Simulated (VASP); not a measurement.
# Be3CdS2 (P4/mmm) in VASP: a series of runs, part 2 of 2

VASP 6.6.1. The steps go on from the part before.

## Step 3: Relaxation of cell and atoms, PBE

This run uses another cell than the first one, of 17.61 Å³/atom, 0.987 times its volume.

Contents of INCAR:

```
SYSTEM = Be3CdS2
ALGO = Normal
EDIFF = 1E-7
EDIFFG = -0.01
ENCUT = 600
GGA = PE
GGA_COMPAT = .False.
IBRION = 2
ISIF = 3
ISMEAR = 0
LASPH = .True.
LCHARG = .False.
LREAL = .False.
LWAVE = .False.
NELM = 120
NELMIN = 4
NSW = 100
PREC = Accurate
SIGMA = 0.1
```

Contents of KPOINTS:

```
k-points
0
Gamma
  8 8 10
  0 0 0
```

Contents of POSCAR:

```
Be3CdS2
1.0
    5.1852376134      0.0000000000      0.0000000000
    0.0000000000      5.1852376134      0.0000000000
    0.0000000000      0.0000000000      3.9301830589
Be Cd S
3 1 2
Direct
    0.0000000000      0.0000000000      0.0000000000
    0.0000000000      0.5000000000      0.5000000000
    0.5000000000      0.0000000000      0.5000000000
    0.5000000000      0.5000000000      0.0000000000
    0.0000000000      0.5000000000      0.0000000000
    0.5000000000      0.0000000000      0.0000000000
```

Potentials or basis: VASP PAW PBE potentials, release 64 (Be, Cd, S).

Launch:

```bash
cat potpaw_PBE.64/Be/POTCAR potpaw_PBE.64/Cd/POTCAR potpaw_PBE.64/S/POTCAR > POTCAR
mpirun -np 1 vasp_std > vasp.out
```

OUTCAR:

```text
SYSTEM = Be3CdS2
   EDIFF = 1E-7
   EDIFFG = -0.01
   ENCUT = 600
   GGA = PE
   IBRION = 2
   ISIF = 3
   ISMEAR = 0
   LASPH = .True.
   LREAL = .False.
   NELM = 120
   NELMIN = 4
   NSW = 100
   PREC = Accurate

 ion  position               nearest neighbor table
   1  0.000  0.000  0.000-
   2  0.000  0.500  0.500-   5 1.97   5 1.97
   3  0.500  0.000  0.500-   6 1.97   6 1.97
   4  0.500  0.500  0.000-   5 2.59   6 2.59   6 2.59   5 2.59
   5  0.000  0.500  0.000-   2 1.97   2 1.97   4 2.59   4 2.59
   6  0.500  0.000  0.000-   3 1.97   3 1.97   4 2.59   4 2.59

  LATTYP: Found a simple tetragonal cell.
 ALAT       =     5.1852376134
 C/A-ratio  =     0.7579562118

  Lattice vectors:

 A1 = (   5.1852376134,   0.0000000000,   0.0000000000)
 A2 = (   0.0000000000,   5.1852376134,   0.0000000000)
 A3 = (   0.0000000000,   0.0000000000,   3.9301830589)

Analysis of symmetry for initial positions (statically):
=====================================================================
 Subroutine PRICEL returns:
 Original cell was already a primitive cell.

 Routine SETGRP: Setting up the symmetry group for a
 simple tetragonal supercell.

 Subroutine GETGRP returns: Found 16 space group operations
 (whereof 16 operations were pure point group operations)
 out of a pool of 16 trial point group operations.

The static configuration has the point symmetry D_4h.

Analysis of symmetry for dynamics (positions and initial velocities):
=====================================================================
 Subroutine PRICEL returns:
 Original cell was already a primitive cell.

 Routine SETGRP: Setting up the symmetry group for a
 simple tetragonal supercell.

 Subroutine GETGRP returns: Found 16 space group operations
 (whereof 16 operations were pure point group operations)
 out of a pool of 16 trial point group operations.

The dynamic configuration has the point symmetry D_4h.

 Subroutine INISYM returns: Found 16 space group operations
 (whereof 16 operations are pure point group operations),
[... 128 lines left out ...]
   LORBIT       =      0    0 simple, 1 ext, 2 COOP (PROOUT), +10 PAW based schemes
   GGA     = PE    functional components
   LHFCALC =     F    Hartree Fock is set to
   AEXX    =    0.0000 exact exchange contribution
   IVDW    =     0    specifies the selected vdW correction
   LEPSILON=     F    determine dielectric tensor
   LRPA    =     F    only Hartree local field effects (RPA)
 conjugate gradient relaxation of ions
 non-spin polarized calculation
 Gauss-broadening in eV      SIGMA  =   0.10
  energy-cutoff  :      600.00
  volume of cell :      105.67
 maximum number of plane-waves:      3560
 NGX is ok and might be reduce to    42
   NGX = 21   NGY = 21   NGZ = 15

--------------------------------------- Ionic step        1  -------------------------------------------

 number of electron      30.0000007 magnetization

 Free energy of the ion-electron system (eV)
  ---------------------------------------------------
  ext. energy  EPLUGINS =         0.00000000
  ---------------------------------------------------
  free energy    TOTEN  =       -16.84829776 eV

  energy without entropy =      -16.84041190  energy(sigma->0) =      -16.84435483

------------------------ aborting loop because EDIFF is reached ----------------------------------------

  FORCE on cell =-STRESS in cart. coord.  units (eV):
  Direction    XX          YY          ZZ          XY          YZ          ZX
  --------------------------------------------------------------------------------------
  -------------------------------------------------------------------------------------
  Total        0.5283744      0.5283744      0.2180642      0.0000000     -0.0000000      0.0000000
  in kB        8.0112867      8.0112867      3.3063192      0.0000000     -0.0000000      0.0000000
  external PRESSURE =       6.4429642 kB  Pullay stress =       0.0000000 kB
[... 147 lines left out ...]
--------------------------------------- Ionic step        5  -------------------------------------------

 number of electron      30.0000005 magnetization

 Free energy of the ion-electron system (eV)
  ---------------------------------------------------
  ext. energy  EPLUGINS =         0.00000000
  ---------------------------------------------------
  free energy    TOTEN  =       -16.85441393 eV

  energy without entropy =      -16.84451404  energy(sigma->0) =      -16.84946399

 E-fermi :   4.3173     XC(G=0):  -9.3544

 val. band max:        4.2942190035   @ k =   0.5000   0.2500   0.2000
 cond. band min:       4.3236215509   @ k =   0.2500   0.0000   0.3000
 fundamental gap:      0.0294025474
 Fermi energy:         4.3172913675

 k-point     1 :       0.0000    0.0000    0.0000
  band No.  band energies     occupation
      1     -11.2585      2.00000
      2     -10.5599      2.00000
      3      -4.8754      2.00000
      4      -4.7717      2.00000
      5      -4.7239      2.00000
      6      -4.7239      2.00000
[... 505 lines left out ...]
      6      -4.7801      2.00000
[... 11 lines left out ...]
     18       6.5966      0.00000
     19       6.8375      0.00000

 [... further k-points ...]
[... 5 lines left out ...]
  --------------------------------------------------------------------------------------
  -------------------------------------------------------------------------------------
  Total        0.0403913      0.0403913     -0.0121245      0.0000000      0.0000000      0.0000000
  in kB        0.6008550      0.6008550     -0.1803623      0.0000000      0.0000000      0.0000000
  external PRESSURE =       0.3404493 kB  Pullay stress =       0.0000000 kB
[... 21 lines left out ...]
  FREE ENERGIE OF THE ION-ELECTRON SYSTEM (eV)
  ---------------------------------------------------
  free  energy   TOTEN  =       -16.8544139318 eV

  energy  without entropy=      -16.8445140423  energy(sigma->0) =      -16.84946399

 reached required accuracy - stopping structural energy minimisation
```

Wall time 6.2 min (1 thread of Intel Xeon 6975P-C (Granite Rapids), shared host); peak memory 0.4 GiB.

Results:

- Free energy: -16.8544 eV
- Relaxed volume: 17.95 Å³/atom
- Relaxed cell: a = 5.250 Å, b = 5.250 Å, c = 3.907 Å, α = 90.00°, β = 90.00°, γ = 90.00°
- Space group after relaxing (to 0.05 Å): P4/mmm (No. 123)
- Energy gained by relaxing: 1.0 meV/atom
- Ionic steps: 5
- Pressure after relaxing: 0.0 GPa
- Band gap on the k mesh: zero (band 15 reaches 4.96 eV, above the bottom of band 16 at 3.79 eV)

The path:
```
step  energy change (eV)  largest force (eV/Å)  pressure (GPa)  volume (Å³)
   1              0.0000                0.0000            0.64       105.67
   2             -0.0031                0.0000            0.09       106.76
   3             -0.0034                0.0000           -0.14       107.22
   4             -0.0050                0.0000           -0.08       107.41
   5             -0.0061                0.0000            0.03       107.70
```

Final structure:
```
Be Cd S
1.0
     5.25024    0.00000    0.00000
     0.00000    5.25024    0.00000
     0.00000    0.00000    3.90725
Be Cd S
3 1 2
Direct
  0.00000 0.00000 0.00000
  0.00000 0.50000 0.50000
  0.50000 0.00000 0.50000
  0.50000 0.50000 0.00000
  0.00000 0.50000 0.00000
  0.50000 0.00000 0.00000
```
